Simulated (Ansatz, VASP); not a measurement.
Ru: VASP beside Ansatz

```xyz
1
Lattice="0.0000 2.1858 1.4857 2.1858 0.0000 1.4857 2.1858 2.1858 0.0000" Properties=species:S:1:pos:R:3 pbc="T T T"
Ru    0.0000    0.0000    0.0000
```

Alike in both runs: task single point; functional PBE; k mesh 22 × 22 × 22; occupations gaussian, width 0.15 eV; no spin polarisation.

|  | VASP | Ansatz |
| --- | --- | --- |
| version | VASP 6.6.1 | Ansatz 0.2.0 |
| potentials or method | VASP PAW PBE potentials, release 64 (Ru_pv), cutoff 520 eV | scalar-relativistic, plane waves, PAW |
| valence electrons in the cell | 14 | 16 |

|  | VASP | Ansatz | Ansatz less VASP |
| --- | --- | --- | --- |
| gap on the k mesh at the Fermi level (eV) | none | none | - |
| pressure (GPa) | 0.5 | 0.6 | +0.10 |
| traceless stress, the component that is largest in VASP (GPa) | -6.41 | -6.43 | -0.016 |

A gap of «none» marks a metal or a gap that the smearing closes. VASP's potentials hold 14 valence electrons a cell and Ansatz's 16, so a difference there can come from the potentials and not from the codes.
